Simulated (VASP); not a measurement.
Crystal: Tm.

```
Tm
1.0
     0.00000    2.29035    2.29035
     2.29035    0.00000    2.29035
     2.29035    2.29035    0.00000
Tm
1
Cartesian
  0.0000 0.0000 0.0000
```

This isn't the form of Tm at room conditions, which is hcp.

| Property | Result |
| --- | --- |
| Program | VASP 6.6.1 |
| Task | relaxation of cell and atoms |
| Functional | PBE |
| Potentials or basis | VASP PAW PBE potentials, release 64 (Tm) |
| Cutoff | 600 eV |
| k mesh | 15 × 15 × 15 |
| Occupations | fermi-dirac, width 0.05 eV |
| Spin | collinear spin, ferromagnetic start |
| Starting moments | [2.0] μB |

At the start: pressure 14.1 GPa; volume 24.03 Å³/atom.

How do energy, volume and symmetry change on relaxing?

Over 4 steps the energy falls by 335.1 meV/atom and the volume is 34.13 Å³/atom (+42.1 %); space group Fm-3m (No. 225, to 0.1 Å) before and after; moment 1.01 μB per cell.

The path:
```csv
step,energy change (eV),largest force (eV/Å),pressure (GPa),volume (Å³)
1,0.0000,0.0000,14.14,24.03
2,-0.3266,0.0000,1.63,32.18
3,-0.3349,0.0000,0.23,33.84
4,-0.3351,0.0000,0.02,34.13
```

Final structure:
```
Tm
1.0
     0.00000    2.57465    2.57465
     2.57465    0.00000    2.57465
     2.57465    2.57465    0.00000
Tm
1
Direct
  0.00000 0.00000 0.00000
```

Caveat: the magnetic or orbital state may not be the lowest; the volume moved by over 15 % at a fixed basis, so the end points are rough; semilocal functionals describe open f shells poorly, which spoils levels, moments and volumes.
